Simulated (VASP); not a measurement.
# C (R-3m) in VASP: single point with PBE

Aim: the single point of C with PBE.

Program: VASP 6.6.1. These are calculated values, not measurements. Logs are shortened: lines on timing, memory, paths and dates and some standing lists are left out, and cuts for length are marked.

## (1) The cell of the first run

The structure is trigonal, space group R-3m (No. 166). The conventional cell has a = 2.406 Å, b = 2.406 Å, c = 10.742 Å, α = 90.00°, β = 90.00°, γ = 120.00°. C (site symmetry 3m) has 3 C at 1.51 Å within 2.0 Å.

## (2) Single point, PBE (strained)

Contents of INCAR:

```
  PREC = Accurate
  ENCUT = 600
  EDIFF = 1E-6
  ISMEAR = 0
  SIGMA = 0.02
  LREAL = False
  LASPH = True
  NELM = 120
  ALGO = Normal
  ISIF = 2
  LWAVE = False
  LCHARG = True
  GGA = PE
  LELF = True
  LVHAR = True
  NBANDS = 11
  GGA_COMPAT = False
```

Contents of KPOINTS:

```
Automatic mesh
0
Gamma
  15 15 15
```

Contents of POSCAR:

```
C
1.0
    1.2032079340      0.6946724246      3.5805987259
   -1.2032079340      0.6946724246      3.5805987259
    0.0000000000     -1.3893448492      3.5805987259
C
2
Direct
    0.1391021621      0.1391021621      0.1391021621
    0.8608978379      0.8608978379      0.8608978379
```

Potentials or basis: VASP PAW PBE potentials, release 64 (C).

The run is started by

```bash
> cat potpaw_PBE.64/C/POTCAR > POTCAR
> mpirun -np 1 vasp_std > vasp.out
```

OUTCAR:

```text
PREC = Accurate
   ENCUT = 600
   EDIFF = 1E-6
   ISMEAR = 0
   LREAL = False
   LASPH = True
   NELM = 120
   ISIF = 2
   GGA = PE

 ion  position               nearest neighbor table
   1  0.139  0.139  0.139-   2 1.51   2 1.51   2 1.51
   2  0.861  0.861  0.861-   1 1.51   1 1.51   1 1.51

  LATTYP: Found a trigonal (rhomboedric) cell.
 ALAT       =     3.8406986794
 COS(alpha) =     0.8037132892

  Lattice vectors:

 A1 = (   1.2032079340,   0.6946724246,   3.5805987259)
 A2 = (  -1.2032079340,   0.6946724246,   3.5805987259)
 A3 = (   0.0000000000,  -1.3893448492,   3.5805987259)

Analysis of symmetry for initial positions (statically):
=====================================================================
 Subroutine PRICEL returns:
 Original cell was already a primitive cell.

 Routine SETGRP: Setting up the symmetry group for a
 trigonal (rhombohedral) supercell.

 Subroutine GETGRP returns: Found 12 space group operations
 (whereof 12 operations were pure point group operations)
 out of a pool of 12 trial point group operations.

The static configuration has the point symmetry D_3d.

Analysis of symmetry for dynamics (positions and initial velocities):
=====================================================================
 Subroutine PRICEL returns:
 Original cell was already a primitive cell.

 Routine SETGRP: Setting up the symmetry group for a
 trigonal (rhombohedral) supercell.

 Subroutine GETGRP returns: Found 12 space group operations
 (whereof 12 operations were pure point group operations)
 out of a pool of 12 trial point group operations.

The dynamic configuration has the point symmetry D_3d.

 Subroutine INISYM returns: Found 12 space group operations
 (whereof 12 operations are pure point group operations),
 and found     1 'primitive' translations

----------------------------------------------------------------------------------------

                                     Primitive cell

  volume of cell :      17.9567

  direct lattice vectors                    reciprocal lattice vectors
     1.203207934  0.694672425  3.580598726     0.415555770  0.239921236  0.093094300
    -1.203207934  0.694672425  3.580598726    -0.415555770  0.239921236  0.093094300
     0.000000000 -1.389344849  3.580598726     0.000000000 -0.479842472  0.093094300

  length of vectors
     3.840698679  3.840698679  3.840698679     0.488789675  0.488789675  0.488789675

  position of ions in fractional coordinates (direct lattice)
     0.139102162  0.139102162  0.139102162
     0.860897838  0.860897838  0.860897838

  ion indices of the primitive-cell ions
   primitive index   ion index
                 1           1
                 2           2

----------------------------------------------------------------------------------------

 KPOINTS: Automatic mesh

Automatic generation of k-mesh.
 Grid dimensions read from file:
 generate k-points for:   15   15   15

 Generating k-lattice:

  Cartesian coordinates                     Fractional coordinates (reciprocal lattice)
     0.027703718  0.015994749  0.006206287     0.066666667 -0.000000000 -0.000000000
    -0.027703718  0.015994749  0.006206287    -0.000000000  0.066666667 -0.000000000
     0.000000000 -0.031989498  0.006206287    -0.000000000 -0.000000000  0.066666667

  Length of vectors
     0.032585978  0.032585978  0.032585978

  Shift w.r.t. Gamma in fractional coordinates (k-lattice)
     0.000000000  0.000000000  0.000000000

 Subroutine IBZKPT returns following result:
 ===========================================

 Found    344 irreducible k-points:

 Following reciprocal coordinates:
            Coordinates               Weight
  0.000000  0.000000  0.000000      1.000000
  0.066667  0.000000 -0.000000      6.000000
  0.133333 -0.000000 -0.000000      6.000000
  0.200000 -0.000000  0.000000      6.000000
  0.266667 -0.000000 -0.000000      6.000000
  0.333333  0.000000  0.000000      6.000000
[... 16 lines left out ...]
  0.133333  0.133333 -0.000000      6.000000
  0.200000  0.133333  0.000000     12.000000
 [... further k-points ...]
   k-points           NKPTS =    344   k-points in BZ     NKDIM =    344   number of bands    NBANDS=     11
   number of dos      NEDOS =    301   number of ions     NIONS =      2
   total plane-waves  NPLWV =  32768
   dimension x,y,z NGX =    32 NGY =   32 NGZ =   32
   dimension x,y,z NGXF=    64 NGYF=   64 NGZF=   64
   ions per type =               2
   NGX,Y,Z   is equivalent  to a cutoff of  13.85, 13.85, 13.85 a.u.
   NGXF,Y,Z  is equivalent  to a cutoff of  27.70, 27.70, 27.70 a.u.
 SYSTEM =  unknown system
   PREC   = accura    normal or accurate (medium, high low for compatibility)
   ISTART =      0    job   : 0-new  1-cont  2-samecut
   ICHARG =      2    charge: 1-file 2-atom 10-const
   ISPIN  =      1    spin polarized calculation?
   LNONCOLLINEAR =      F non collinear calculations
   LSORBIT =      F    spin-orbit coupling
   LASPH  =      T    aspherical Exc in radial PAW
   ENCUT  =  600.0 eV  44.10 Ry    6.64 a.u.   7.67  7.67  7.67*2*pi/ulx,y,z
   NELM   =    120;   NELMIN=  2; NELMDL= -5     # of ELM steps
   EDIFF  = 0.1E-05   stopping-criterion for ELM
   LREAL  =      F    real-space projection
   EDIFFG = 0.1E-04   stopping-criterion for IOM
   NSW    =      0    number of steps for IOM
   IBRION =     -1    ionic relax: 0-MD 1-quasi-New 2-CG
   NFREE  =      0    steps in history (QN), initial steepest desc. (CG)
   ISIF   =      2    stress and relaxation
   ISYM   =      2    0-nonsym 1-usesym 2-fastsym
   POTIM  = 0.5000    time-step for ionic-motion
   TEBEG  =    0.0;   TEEND  =   0.0 temperature during run
   PSTRESS=    0.0 pullay stress
   NELECT =       8.0000    total number of electrons
   NUPDOWN=      -1.0000    fix difference up-down
   EMIN   =  10.00;   EMAX   =-10.00  energy-range for DOS
   EFERMI =   0.00;   METHOD = LEGACY
   ISMEAR =     0;   SIGMA  =   0.02  broadening in eV -4-tet -1-fermi 0-gaus
   EFERMI_NEDOS =   21; number of points for ismear=-14 and -15
   IALGO  =     38    algorithm
   IMIX   =      4    mixing-type and parameters
     AMIX     =   0.40;   BMIX     =  1.00
     AMIX_MAG =   1.60;   BMIX_MAG =  1.00
  volume/ion in A,a.u.               =       8.98        60.59
  Fermi-wavevector in a.u.,A,eV,Ry     =   1.250342  2.362804 21.270750  1.563356
  Thomas-Fermi vector in A             =   2.384341
   LORBIT       =      0    0 simple, 1 ext, 2 COOP (PROOUT), +10 PAW based schemes
   GGA     = PE    functional components
   LHFCALC =     F    Hartree Fock is set to
   AEXX    =    0.0000 exact exchange contribution
   IVDW    =     0    specifies the selected vdW correction
   LEPSILON=     F    determine dielectric tensor
   LRPA    =     F    only Hartree local field effects (RPA)
 non-spin polarized calculation
 Gauss-broadening in eV      SIGMA  =   0.02
  energy-cutoff  :      600.00
  volume of cell :       17.96
 maximum number of plane-waves:       610
   NGX = 15   NGY = 15   NGZ = 15

 number of electron       8.0000000 magnetization

 Free energy of the ion-electron system (eV)
  ---------------------------------------------------
  ext. energy  EPLUGINS =         0.00000000
  ---------------------------------------------------
  free energy    TOTEN  =       -15.42356475 eV

  energy without entropy =      -15.42338002  energy(sigma->0) =      -15.42347239

 E-fermi :   4.0731     XC(G=0): -10.4689

 val. band max:        4.0688383906   @ k =   0.1333   0.0667   0.0667
 cond. band min:       4.0893299601   @ k =  -0.3333   0.2667   0.0000
 fundamental gap:      0.0204915695
 Fermi energy:         4.0731087938

 k-point     1 :       0.0000    0.0000    0.0000
  band No.  band energies     occupation
      1     -14.7031      2.00000
      2      -1.9983      2.00000
      3       3.9357      2.00000
      4       4.3165      0.00000
      5       4.3165      0.00000
      6      13.0682      0.00000
      7      13.0682      0.00000
      8      17.9553      0.00000
      9      18.5151      0.00000
     10      28.3583      0.00000
     11      30.6805      0.00000

 k-point     2 :       0.0667    0.0000   -0.0000
  band No.  band energies     occupation
      1     -14.5857      2.00000
      2      -1.9014      2.00000
      3       3.7916      2.00000
      4       4.0561      1.77126
      5       4.0681      1.27809
      6      13.0591      0.00000
      7      13.4022      0.00000
      8      18.1809      0.00000
      9      18.3456      0.00000
     10      28.0045      0.00000
     11      29.9479      0.00000

 k-point     3 :       0.1333   -0.0000   -0.0000
  band No.  band energies     occupation
      1     -14.2336      2.00000
      2      -1.6149      2.00000
      3       2.4387      2.00000
      4       3.4503      2.00000
      5       4.3940      0.00000
      6      12.9208      0.00000
      7      14.2379      0.00000
      8      17.8153      0.00000
      9      18.7876      0.00000
     10      26.9716      0.00000
     11      29.2597      0.00000

 k-point     4 :       0.2000   -0.0000    0.0000
  band No.  band energies     occupation
      1     -13.6494      2.00000
      2      -1.1823      2.00000
      3       0.6795      2.00000
      4       2.6942      2.00000
      5       4.8759      0.00000
      6      12.5943      0.00000
      7      15.2358      0.00000
      8      16.9728      0.00000
      9      19.4577      0.00000
     10      25.9520      0.00000
     11      29.0685      0.00000

 k-point     5 :       0.2667   -0.0000   -0.0000
  band No.  band energies     occupation
      1     -12.8377      2.00000
      2      -1.6264      2.00000
      3      -0.1889      2.00000
      4       1.9691      2.00000
      5       5.3311      0.00000
      6      12.2293      0.00000
      7      16.0316      0.00000
      8      16.0928      0.00000
      9      19.7265      0.00000
     10      25.4488      0.00000
     11      26.8465      0.00000
[... 211 lines left out ...]
 k-point    21 :      -0.1333    0.0667    0.0000
  band No.  band energies     occupation
      1     -13.8890      2.00000
      2      -1.2554      2.00000
      3       1.4852      2.00000
      4       2.7483      2.00000
      5       4.5629      0.00000
      6      12.9735      0.00000
      7      14.6220      0.00000
      8      17.4765      0.00000
      9      19.0689      0.00000
     10      26.6178      0.00000
     11      27.7898      0.00000

 k-point    22 :      -0.0667    0.0667    0.0000
  band No.  band energies     occupation
      1     -14.3541      2.00000
      2      -1.6630      2.00000
      3       2.9301      2.00000
      4       3.5589      2.00000
      5       4.2111      0.00000
      6      13.0903      0.00000
      7      13.8698      0.00000
      8      18.0465      0.00000
      9      18.5598      0.00000
     10      27.5127      0.00000
     11      28.4804      0.00000

 k-point    23 :       0.1333    0.1333   -0.0000
  band No.  band energies     occupation
      1     -14.2210      2.00000
      2      -1.7863      2.00000
      3       2.4465      2.00000
      4       3.4358      2.00000
      5       4.6756      0.00000
      6      12.9092      0.00000
      7      14.2679      0.00000
      8      17.4566      0.00000
      9      19.0712      0.00000
     10      26.7302      0.00000
     11      29.0653      0.00000

 k-point    24 :       0.2000    0.1333    0.0000
  band No.  band energies     occupation
      1     -13.8644      2.00000
      2      -1.5756      2.00000
      3       1.4735      2.00000
      4       2.7336      2.00000
      5       5.0937      0.00000
      6      12.9836      0.00000
      7      14.6664      0.00000
      8      17.1313      0.00000
      9      19.3481      0.00000
     10      26.2570      0.00000
     11      27.7993      0.00000

 [... further k-points ...]

------------------------ aborting loop because EDIFF is reached ----------------------------------------

  FORCE on cell =-STRESS in cart. coord.  units (eV):
  Direction    XX          YY          ZZ          XY          YZ          ZX
  --------------------------------------------------------------------------------------
  -------------------------------------------------------------------------------------
  Total        3.3853107      3.3853107     -6.4518896     -0.0000000      0.0000000      0.0000000
  in kB      302.0518234    302.0518234   -575.6650429     -0.0000000      0.0000000      0.0000000
  external PRESSURE =       9.4795346 kB  Pullay stress =       0.0000000 kB

 VOLUME and BASIS-vectors are now :
 -----------------------------------------------------------------------------
  energy-cutoff  :      600.00
  volume of cell :       17.96
      direct lattice vectors                 reciprocal lattice vectors
     1.203207934  0.694672425  3.580598726     0.415555770  0.239921236  0.093094300
    -1.203207934  0.694672425  3.580598726    -0.415555770  0.239921236  0.093094300
     0.000000000 -1.389344849  3.580598726     0.000000000 -0.479842472  0.093094300

 POSITION                                       TOTAL-FORCE (eV/Angst)
 -----------------------------------------------------------------------------------
      0.00000      0.00000      1.49421         0.000000     -0.000000      9.678980
      0.00000      0.00000      9.24759         0.000000      0.000000     -9.678980
 -----------------------------------------------------------------------------------
    total drift:                                0.000000     -0.000000      0.000000

  FREE ENERGIE OF THE ION-ELECTRON SYSTEM (eV)
  ---------------------------------------------------
  free  energy   TOTEN  =       -15.4235647531 eV

  energy  without entropy=      -15.4233800229  energy(sigma->0) =      -15.42347239
```

Run time: 75 s. Hardware: 1 thread of Intel Xeon 8259CL, shared host; peak memory 0.21 GiB.

Results:

```
Free energy            : -15.4236 eV
Pressure               : 0.9 GPa
Largest force          : 9.679 eV/Å
Band gap on the k mesh : zero (bands 4 and 5 overlap by 0.31 eV)
```

Forces on the atoms (eV/Å):
```
C    0.000  0.000  9.679
C    0.000  0.000 -9.679
```

Stress tensor (GPa, compression positive):
```
 30.21   0.00   0.00
  0.00  30.21   0.00
  0.00   0.00 -57.57
```

Caveat: the cell differs from its parent crystal (strained); the stress differs along the axes, from -58 to 30 GPa; this functional lacks dispersion, which binds layers or chains, so the pressure and a relaxed spacing across them are unreliable; forces of over 1 eV/Å act on the atoms, so gaps and moduli don't describe the material at rest.

The gap in the log of VASP goes by the Fermi energy; the results here count the filled bands.